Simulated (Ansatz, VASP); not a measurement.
Hf in VASP and in Ansatz

```
Hf
1.0
    -1.80500    1.80500    1.80500
     1.80500   -1.80500    1.80500
     1.80500    1.80500   -1.80500
Hf
1
Direct
  0.00000 0.00000 0.00000
```

Alike in both runs: task relaxation of cell and atoms; functional LDA; k mesh 10 × 10 × 10; occupations fermi-dirac, width 0.05 eV; no spin polarisation.

```csv
,VASP,Ansatz
version,VASP 6.6.1,Ansatz 0.2.0
potentials or method,"VASP PAW LDA potentials, release 64 (Hf_pv), cutoff 600 eV","all-electron LAPW, scalar-relativistic"
```

```csv
,VASP,Ansatz,Ansatz less VASP
relaxed volume (Å³/atom),20.43,20.43,-0.002
relaxed cell length with the largest relative difference (Å),2.983,2.983,-0.0001
```

LDA's correlation is that of Perdew and Zunger in VASP and of Perdew and Wang (1992) in Ansatz. Ansatz ran all-electron here, and VASP with PAW potentials.

Neither program's run includes spin-orbit coupling.
